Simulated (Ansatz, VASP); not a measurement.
## AlN: VASP beside Ansatz

The input INCAR:

```
PREC = Accurate
ENCUT = 520
EDIFF = 1E-8
ISMEAR = -1
SIGMA = 0.02
LREAL = F
LASPH = T
NELM = 60
ALGO = Normal
ISIF = 2
LWAVE = F
LCHARG = F
GGA = PS
LEFG = T
NBANDS = 16
```

File KPOINTS:

```
regular mesh
0
Gamma
  11 11 6
```

POSCAR

```
AlN
1.0
    3.2043322162      0.0000000000      0.0000000000
   -1.6021661081      2.7750331013      0.0000000000
    0.0000000000      0.0000000000      4.9780000000
Al N
2 2
Direct
    0.3333333333      0.6666666667      0.0000000000
    0.6666666667      0.3333333333      0.5000000000
    0.3333333333      0.6666666667      0.3850000000
    0.6666666667      0.3333333333      0.8850000000
```

Input for Ansatz:

```yaml
crystal:
  lattice:
    - [3.2043322162, 0.0, 0.0]
    - [-1.6021661081, 2.7750331013, 0.0]
    - [0.0, 0.0, 4.978]
  atoms:
    - { symbol: Al, position: [0.3333333333, 0.6666666667, 0.0] }
    - { symbol: Al, position: [0.6666666667, 0.3333333333, 0.5] }
    - { symbol: "N", position: [0.3333333333, 0.6666666667, 0.385] }
    - { symbol: "N", position: [0.6666666667, 0.3333333333, 0.885] }
kpoints:
  mp_grid: { grid: [11, 11, 6] }
scf:
  occupations: { method: fermi_dirac, width: 0.02 }
hamiltonian:
  xc: pbesol
  pseudopotentials: { kind: all_electron, datasets: crystal }
output:
  forces: true
  stress: true
  eigenvalues: true
  efg: { contact_densities: true }
```

Change from the starting cell: equal xx and yy strain of +3 %, crystal datasets.

Alike in both runs: task electric field gradients; functional PBEsol; k mesh 11 × 11 × 6; occupations fermi-dirac, width 0.02 eV; no spin polarisation.

|  | VASP | Ansatz |
| --- | --- | --- |
| version | VASP 6.6.1 | Ansatz 0.2.0 |
| potentials or method | VASP PAW PBE potentials, release 64 (Al, N), cutoff 520 eV | all-electron PAW with datasets made for the crystal, scalar-relativistic |

|  | VASP | Ansatz | Ansatz less VASP |
| --- | --- | --- | --- |
| gap on the k mesh at the Fermi level (eV) | 3.51 | 3.51 | -0.003 |
| pressure (GPa) | -10.4 | -10.4 | -0.02 |
| traceless stress, the component that is largest in VASP (GPa) | 6.07 | 5.99 | -0.077 |
| rms of the force components (eV/Å) | 0.058 | 0.055 | -0.0026 |
| size of Vzz on the site where it differs most (V/Å²) | 1.3 | 1.7 | +0.40 |

VASP's potentials were made for PBE, not for PBEsol. Atom by atom the forces differ by 0.003 eV/Å (rms over components). Ansatz ran all-electron here, and VASP with PAW potentials.
